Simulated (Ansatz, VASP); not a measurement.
## Be: VASP beside Ansatz

File INCAR:

```
SYSTEM = Be
ALGO = Normal
DIPOL = 0.5 0.5 0.500
EDIFF = 1E-6
ENCUT = 520
GGA_COMPAT = .FALSE.
IDIPOL = 3
ISIF = 2
ISMEAR = 1
LASPH = .TRUE.
LCHARG = .FALSE.
LDIPOL = .TRUE.
LREAL = .FALSE.
LWAVE = .FALSE.
NBANDS = 18
NELM = 120
NELMDL = -8
PREC = Accurate
SIGMA = 0.1
```

The input KPOINTS:

```
k-points
0
G
  7 5 1
  0 0 0
```

Contents of POSCAR:

```
Be
1.0
    2.2812800000      0.0000000000      0.0000000000
    0.0000000000      3.7468140000      0.0000000000
    0.0000000000      0.0000000000     17.9754789162
Be
8
Direct
    0.0000000000      0.2974080000      0.3535515213
    0.0000000000      0.7025920000      0.4380081909
    0.5000000000      0.2025920000      0.4577716652
    0.5000000000      0.7974080000      0.3337880469
    0.0000000000      0.2974080000      0.5619918091
    0.0000000000      0.7025920000      0.6464484787
    0.5000000000      0.2025920000      0.6662119531
    0.5000000000      0.7974080000      0.5422283348
```

Input for Ansatz:

```yaml
crystal:
  lattice:
    - [2.28128, 0.0, 0.0]
    - [0.0, 3.746814, 0.0]
    - [0.0, 0.0, 17.975478916224]
  atoms:
    - { symbol: Be, position: [0.0, 0.297408, 0.3535515212608873] }
    - { symbol: Be, position: [0.0, 0.702592, 0.43800819086348547] }
    - { symbol: Be, position: [0.5, 0.20259199999999997, 0.45777166519870094] }
    - { symbol: Be, position: [0.5, 0.7974080000000003, 0.3337880469256718] }
    - { symbol: Be, position: [0.0, 0.297408, 0.5619918091365145] }
    - { symbol: Be, position: [0.0, 0.702592, 0.6464484787391128] }
    - { symbol: Be, position: [0.5, 0.20259199999999997, 0.6662119530743282] }
    - { symbol: Be, position: [0.5, 0.7974080000000003, 0.5422283348012991] }
basis:
  ecutwfc: 550.0
kpoints:
  mp_grid:
    grid: [7, 5, 1]
hamiltonian:
  xc: lda
efield:
  axis: 3
  dipole_correction: true
scf:
  occupations:
    method: methfessel_paxton
    width: 0.1
output:
  write_potential: true
  forces: true
```

Alike in both runs: task single point; functional LDA; k mesh 7 × 5 × 1; occupations methfessel-paxton of order 1, width 0.1 eV; no spin polarisation.

```csv
,VASP,Ansatz
version,VASP 6.6.1,Ansatz 0.2.0
potentials or method,"VASP PAW LDA potentials, release 64 (Be), cutoff 520 eV","plane waves, PAW"
valence electrons in the cell,16,16
```

```csv
,VASP,Ansatz,Ansatz less VASP
gap on the k mesh at the Fermi level (eV),none,none,-
rms of the force components (eV/Å),0.185,0.185,-0.0001
```

LDA's correlation is that of Perdew and Zunger in VASP and of Perdew and Wang (1992) in Ansatz. Atom by atom the forces differ by 0.004 eV/Å (rms over components). A gap of «none» marks a metal or a gap that the smearing closes. Ansatz's warnings: vacuum density over bound, xc potential rough in thin density.

The k mesh is coarse, so the values compare programs but aren't converged.
